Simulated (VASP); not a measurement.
# Hf in VASP: a series of runs, part 2 of 2

VASP 6.6.1. The steps go on from the part before.

### 5 Single point, LDA

INCAR

```
SYSTEM = Hf
  ALGO = Normal
  DIPOL = 0.5 0.5 0.500
  EDIFF = 1E-6
  EFIELD = -0.1
  ENCUT = 520
  IDIPOL = 3
  ISIF = 2
  ISMEAR = -1
  LASPH = .TRUE.
  LCHARG = .FALSE.
  LDIPOL = .TRUE.
  LREAL = .FALSE.
  LWAVE = .FALSE.
  NBANDS = 28
  NELM = 100
  PREC = Accurate
  SIGMA = 0.1
```

KPOINTS

```
k-points
0
G
  15 15 1
  0 0 0
```

POSCAR

```
Hf
1.0
    3.1173710845      0.0000000000      0.0000000000
   -1.5586855422      2.6997225522      0.0000000000
    0.0000000000      0.0000000000     23.4244000000
Hf
4
Direct
    0.8333333333      0.1666666667      0.3458000782
    0.1666666667      0.8333333333      0.4447828621
    0.8333333333      0.1666666667      0.5552171380
    0.1666666667      0.8333333333      0.6541999217
```

Potentials or basis: VASP PAW LDA potentials, release 64 (Hf_pv).

Launch:

```console
$ cat potpaw_LDA.64/Hf_pv/POTCAR > POTCAR
$ mpirun -np 1 vasp_std > vasp.out
```

OUTCAR:

```text
SYSTEM = Hf
   EDIFF = 1E-6
   ENCUT = 520
   ISIF = 2
   ISMEAR = -1
   LASPH = .TRUE.
   LREAL = .FALSE.
   NELM = 100
   PREC = Accurate

 ion  position               nearest neighbor table
   1  0.833  0.167  0.346-   2 2.94   2 2.94   2 2.94
   2  0.167  0.833  0.445-   1 2.94   1 2.94   1 2.94   3 3.15   3 3.15   3 3.15
   3  0.833  0.167  0.555-   4 2.94   4 2.94   4 2.94   2 3.15   2 3.15   2 3.15
   4  0.167  0.833  0.654-   3 2.94   3 2.94   3 2.94

  LATTYP: Found a hexagonal cell.
 ALAT       =     3.1173710845
 C/A-ratio  =     7.5141519457

  Lattice vectors:

 A1 = (   3.1173710845,   0.0000000000,   0.0000000000)
 A2 = (  -1.5586855422,   2.6997225522,   0.0000000000)
 A3 = (   0.0000000000,   0.0000000000,  23.4244000000)

Analysis of symmetry for initial positions (statically):
=====================================================================
 Subroutine PRICEL returns:
 Original cell was already a primitive cell.

 Routine SETGRP: Setting up the symmetry group for a
 hexagonal supercell.

 Subroutine GETGRP returns: Found 12 space group operations
 (whereof  4 operations were pure point group operations)
 out of a pool of 24 trial point group operations.

The static configuration has the point symmetry C_2h.
 The point group associated with its full space group is D_3d.

Analysis of symmetry for dynamics (positions and initial velocities):
=====================================================================
 An external electric field (EFIELD) may reduce the allowed symmetry operations
 Subroutine PRICEL returns:
 Original cell was already a primitive cell.

 Routine SETGRP: Setting up the symmetry group for a
 hexagonal supercell.

 Subroutine GETGRP returns: Found  6 space group operations
 (whereof  2 operations were pure point group operations)
 out of a pool of 24 trial point group operations.

The dynamic configuration has the point symmetry C_1h.
 The point group associated with its full space group is C_3v.

 Subroutine INISYM returns: Found  6 space group operations
 (whereof  2 operations are pure point group operations),
 and found     1 'primitive' translations
[... 127 lines left out ...]
   IVDW    =     0    specifies the selected vdW correction
   LEPSILON=     F    determine dielectric tensor
   LRPA    =     F    only Hartree local field effects (RPA)
 non-spin polarized calculation
  energy-cutoff  :      520.00
  volume of cell :      197.14
 maximum number of plane-waves:      5350
 NGX is ok and might be reduce to    24
   NGX = 11   NGY = 11   NGZ = 87

 dipolmoment           0.000000      0.000000      0.121545 electrons x Angstroem

 number of electron      39.9999994 magnetization

 dipolmoment           0.000000      0.000000     -0.054822 electrons x Angstroem

 Free energy of the ion-electron system (eV)
  ---------------------------------------------------
  ext. energy  EPLUGINS =         0.00000000
  ---------------------------------------------------
  free energy    TOTEN  =       -40.82435402 eV

  energy without entropy =      -40.66116984  energy(sigma->0) =      -40.74276193

 E-fermi :  -0.2932     XC(G=0):  -5.8915

 val. band max:       -0.3011724908   @ k =   0.3333  -0.0000   0.0000
 cond. band min:      -0.2908630220   @ k =   0.4000   0.2000   0.0000
 fundamental gap:      0.0103094688
 Fermi energy:        -0.2931581566

 k-point     1 :       0.0000    0.0000    0.0000
  band No.  band energies     occupation
      1     -31.1844      2.00000
      2     -31.0749      2.00000
      3     -30.4255      2.00000
      4     -30.3876      2.00000
      5     -30.3876      2.00000
      6     -30.3851      2.00000
[... 733 lines left out ...]
     27       3.0276      0.00000
     28       3.8525      0.00000

 [... further k-points ...]

------------------------ aborting loop because EDIFF is reached ----------------------------------------

 vacuum level on the upper side and lower side of the slab       (xc-potential included)         0.275        -0.864

  FORCE on cell =-STRESS in cart. coord.  units (eV):
  Direction    XX          YY          ZZ          XY          YZ          ZX
  --------------------------------------------------------------------------------------
  -------------------------------------------------------------------------------------
  Total       -1.0920398     -1.0920398      0.0024326     -0.0000000      0.0000000      0.0000000
  in kB       -8.8750938     -8.8750938      0.0197700     -0.0000000      0.0000000      0.0000000
  external PRESSURE =      -5.9101392 kB  Pullay stress =       0.0000000 kB

 VOLUME and BASIS-vectors are now :
 -----------------------------------------------------------------------------
  energy-cutoff  :      520.00
  volume of cell :      197.14
      direct lattice vectors                 reciprocal lattice vectors
     3.117371084  0.000000000  0.000000000     0.320783113  0.185204216  0.000000000
    -1.558685542  2.699722552  0.000000000     0.000000000  0.370408433  0.000000000
     0.000000000  0.000000000 23.424400000     0.000000000  0.000000000  0.042690528

 POSITION                                       TOTAL-FORCE (eV/Angst)
 -----------------------------------------------------------------------------------
      2.33803      0.44995      8.10016        -0.000000     -0.000000      0.001440
     -0.77934      2.24977     10.41877        -0.000000      0.000000     -0.016711
      2.33803      0.44995     13.00563        -0.000000     -0.000000      0.022948
     -0.77934      2.24977     15.32424         0.000000     -0.000000     -0.007677
 -----------------------------------------------------------------------------------
    total drift:                               -0.000000      0.000000     -0.000699

  FREE ENERGIE OF THE ION-ELECTRON SYSTEM (eV)
  ---------------------------------------------------
  free  energy   TOTEN  =       -40.8243540154 eV

  energy  without entropy=      -40.6611698449  energy(sigma->0) =      -40.74276193

 vacuum level on the upper side and lower side of the slab         4.558         3.445
```

Run time: 8.4 min. Hardware: 1 thread of Intel Xeon Platinum 8488C (Sapphire Rapids), shared host; peak memory 0.3 GiB.

What came out:

- Free energy: -40.8244 eV
- Largest force: 0.023 eV/Å
- Band gap on the k mesh: zero (bands 20 and 21 overlap by 1.69 eV)

Forces in eV/Å, atoms in the order of the input:
```
Hf   0.000  0.000  0.001
Hf   0.000  0.000 -0.017
Hf   0.000  0.000  0.023
Hf   0.000  0.000 -0.008
```

Caveat: spin-orbit coupling is left out, which moves the levels of the heavy elements.

### 6 Single point, LDA

INCAR

```
SYSTEM = Hf
  ALGO = Normal
  EDIFF = 1E-6
  ENCUT = 520
  ISIF = 2
  ISMEAR = -1
  LASPH = .TRUE.
  LCHARG = .FALSE.
  LREAL = .FALSE.
  LWAVE = .FALSE.
  NBANDS = 28
  NELM = 60
  PREC = Accurate
  SIGMA = 0.1
```

KPOINTS is that of step 5.

POSCAR is that of step 5.

Potentials or basis: VASP PAW LDA potentials, release 64 (Hf_pv).

Launch:

```console
$ cat potpaw_LDA.64/Hf_pv/POTCAR > POTCAR
$ mpirun -np 1 vasp_std > vasp.out
```

OUTCAR:

```text
SYSTEM = Hf
   EDIFF = 1E-6
   ENCUT = 520
   ISIF = 2
   ISMEAR = -1
   LASPH = .TRUE.
   LREAL = .FALSE.
   NELM = 60
   PREC = Accurate

 ion  position               nearest neighbor table
   1  0.833  0.167  0.346-   2 2.94   2 2.94   2 2.94
   2  0.167  0.833  0.445-   1 2.94   1 2.94   1 2.94   3 3.15   3 3.15   3 3.15
   3  0.833  0.167  0.555-   4 2.94   4 2.94   4 2.94   2 3.15   2 3.15   2 3.15
   4  0.167  0.833  0.654-   3 2.94   3 2.94   3 2.94

  LATTYP: Found a hexagonal cell.
 ALAT       =     3.1173710845
 C/A-ratio  =     7.5141519457

  Lattice vectors:

 A1 = (   3.1173710845,   0.0000000000,   0.0000000000)
 A2 = (  -1.5586855422,   2.6997225522,   0.0000000000)
 A3 = (   0.0000000000,   0.0000000000,  23.4244000000)

Analysis of symmetry for initial positions (statically):
=====================================================================
 Subroutine PRICEL returns:
 Original cell was already a primitive cell.

 Routine SETGRP: Setting up the symmetry group for a
 hexagonal supercell.

 Subroutine GETGRP returns: Found 12 space group operations
 (whereof  4 operations were pure point group operations)
[... 171 lines left out ...]

 val. band max:       -0.2996939394   @ k =   0.3333  -0.0000   0.0000
 cond. band min:      -0.2894218576   @ k =   0.4000   0.2000   0.0000
 fundamental gap:      0.0102720818
 Fermi energy:        -0.2917093519

 k-point     1 :       0.0000    0.0000    0.0000
  band No.  band energies     occupation
      1     -31.1829      2.00000
      2     -31.0733      2.00000
      3     -30.4240      2.00000
      4     -30.3856      2.00000
      5     -30.3856      2.00000
      6     -30.3840      2.00000
[... 733 lines left out ...]
     27       3.0291      0.00000
     28       3.8542      0.00000

 [... further k-points ...]

------------------------ aborting loop because EDIFF is reached ----------------------------------------

  FORCE on cell =-STRESS in cart. coord.  units (eV):
  Direction    XX          YY          ZZ          XY          YZ          ZX
  --------------------------------------------------------------------------------------
  -------------------------------------------------------------------------------------
  Total       -1.0938160     -1.0938160      0.0026601     -0.0000000      0.0000000      0.0000000
  in kB       -8.8895285     -8.8895285      0.0216192     -0.0000000      0.0000000      0.0000000
  external PRESSURE =      -5.9191459 kB  Pullay stress =       0.0000000 kB

 VOLUME and BASIS-vectors are now :
 -----------------------------------------------------------------------------
  energy-cutoff  :      520.00
  volume of cell :      197.14
      direct lattice vectors                 reciprocal lattice vectors
     3.117371084  0.000000000  0.000000000     0.320783113  0.185204216  0.000000000
    -1.558685542  2.699722552  0.000000000     0.000000000  0.370408433  0.000000000
     0.000000000  0.000000000 23.424400000     0.000000000  0.000000000  0.042690528

 POSITION                                       TOTAL-FORCE (eV/Angst)
 -----------------------------------------------------------------------------------
      2.33803      0.44995      8.10016         0.000000     -0.000000      0.004892
     -0.77934      2.24977     10.41877         0.000000     -0.000000     -0.019773
      2.33803      0.44995     13.00563        -0.000000      0.000000      0.019773
     -0.77934      2.24977     15.32424        -0.000000     -0.000000     -0.004892
 -----------------------------------------------------------------------------------
    total drift:                               -0.000000      0.000000     -0.000000

  FREE ENERGIE OF THE ION-ELECTRON SYSTEM (eV)
  ---------------------------------------------------
  free  energy   TOTEN  =       -40.8216202277 eV

  energy  without entropy=      -40.6584289491  energy(sigma->0) =      -40.74002459
```

It took 4.8 min on 1 thread of Intel Xeon Platinum 8488C (Sapphire Rapids), shared host; peak memory 0.31 GiB.

Results:

- Free energy: -40.8216 eV
- Largest force: 0.020 eV/Å
- Band gap on the k mesh: zero (bands 20 and 21 overlap by 1.69 eV)

Forces in eV/Å, atoms in the order of the input:
```
Hf   0.000  0.000  0.005
Hf   0.000  0.000 -0.020
Hf   0.000  0.000  0.020
Hf   0.000  0.000 -0.005
```

Caveat: spin-orbit coupling is left out, which moves the levels of the heavy elements.

### 7 Relaxation of the atoms, LDA

INCAR

```
SYSTEM = Hf
PREC = Accurate ; ENCUT = 520
EDIFF = 1E-7 ; ISMEAR = -1
SIGMA = 0.1 ; LREAL = .FALSE.
LASPH = .TRUE. ; NELM = 100
ALGO = Normal ; ISIF = 2
LWAVE = .FALSE. ; LCHARG = .FALSE.
LDIPOL = .TRUE. ; IDIPOL = 3
DIPOL = 0.5 0.5 0.500 ; IBRION = 2
NSW = 60 ; EDIFFG = -0.01
```

KPOINTS

```
regular mesh
0
G
  15 15 1
  0 0 0
```

POSCAR

```
Hf
1.0
    3.1173710845      0.0000000000      0.0000000000
   -1.5586855422      2.6997225522      0.0000000000
    0.0000000000      0.0000000000     23.4244000000
Hf
4
Direct
    0.8333333330      0.1666666670      0.3415248362
    0.1666666670      0.8333333330      0.4471749456
    0.8333333330      0.1666666670      0.5528250544
    0.1666666670      0.8333333330      0.6584751638
```

Launch:

```console
$ cat potpaw_LDA.64/Hf_pv/POTCAR > POTCAR
$ mpirun -np 1 vasp_std > vasp.out
```

It took 30 min on 1 thread of Oxide Virtual Turin-like, shared host; peak memory 0.27 GiB.

It converged, with:

```
Free energy               : -40.8216 eV
Energy gained by relaxing : 31.0 meV/atom
Ionic steps               : 10
Band gap on the k mesh    : zero (bands 20 and 21 overlap by 1.69 eV)
```

The path:
```
step  energy change (eV)  largest force (eV/Å)  pressure (GPa)
   1              0.0000                0.8633           -2.01
   2             -0.0857                0.4427           -1.61
   3             -0.1182                0.0944           -1.00
   4             -0.1182                0.1092           -1.03
   5             -0.1199                0.0903           -0.96
   6             -0.1232                0.0425           -0.75
   7             -0.1223                0.0883           -0.31
   8             -0.1241                0.0312           -0.58
   9             -0.1241                0.0200           -0.61
  10             -0.1242                0.0011           -0.60
```

Final structure:
```cif
data_structure
_symmetry_space_group_name_H-M 'P 1'
_symmetry_Int_Tables_number 1
_cell_length_a 3.1174
_cell_length_b 3.1174
_cell_length_c 23.4244
_cell_angle_alpha 90.000
_cell_angle_beta 90.000
_cell_angle_gamma 120.000
_cell_volume 197.14
loop_
_atom_site_label
_atom_site_type_symbol
_atom_site_fract_x
_atom_site_fract_y
_atom_site_fract_z
_atom_site_occupancy
Hf1 Hf 0.83333 0.16667 0.34574 1
Hf2 Hf 0.16667 0.83333 0.44468 1
Hf3 Hf 0.83333 0.16667 0.55532 1
Hf4 Hf 0.16667 0.83333 0.65426 1
```

Levels at points of the mesh, in eV from the Fermi level:
| k point | band 16 | band 17 | band 18 | band 19 | band 20 | band 21 | band 22 | band 23 | band 24 |
| --- | --- | --- | --- | --- | --- | --- | --- | --- | --- |
| (0.00, 0.00, 0.00) | -4.01 | -0.42 | -0.04 | 0.63 | 0.97 | 0.97 | 1.06 | 1.06 | 1.19 |

Caveat: spin-orbit coupling is left out, which moves the levels of the heavy elements.

### 8 Overview

```tsv
task	cell	dipole correction	electric field (eV/Å)	gap on the mesh (eV)	largest force (eV/Å)
single point	a = 3.117, b = 3.117, c = 23.424 Å, angles 90.0, 90.0, 120.0°, 4 atoms, atomic positions A	yes	-	none	0.86
single point	a = 3.117, b = 3.117, c = 23.424 Å, angles 90.0, 90.0, 120.0°, 4 atoms, atomic positions B	yes	-	none	0.02
single point	a = 3.117, b = 3.117, c = 23.424 Å, angles 90.0, 90.0, 120.0°, 4 atoms, atomic positions B	yes	-0.1 eV/Å	none	0.02
single point	a = 3.117, b = 3.117, c = 23.424 Å, angles 90.0, 90.0, 120.0°, 4 atoms, atomic positions B	no	-	none	0.02
relaxation of the atoms	atoms relaxed from a = 3.117, b = 3.117, c = 23.424 Å, angles 90.0, 90.0, 120.0°, 4 atoms, atomic positions A	yes	-	none	-
```

Alike in all rows: level LDA; potentials or basis VASP PAW LDA potentials, release 64 (Hf_pv); no spin polarisation; k mesh 15 × 15 × 1; cutoff (eV) 520; smearing fermi-dirac 0.1 eV.

Caveats: spin-orbit coupling is left out, which moves the levels of the heavy elements.

Absolute energies hang on the potentials; compare differences alone.
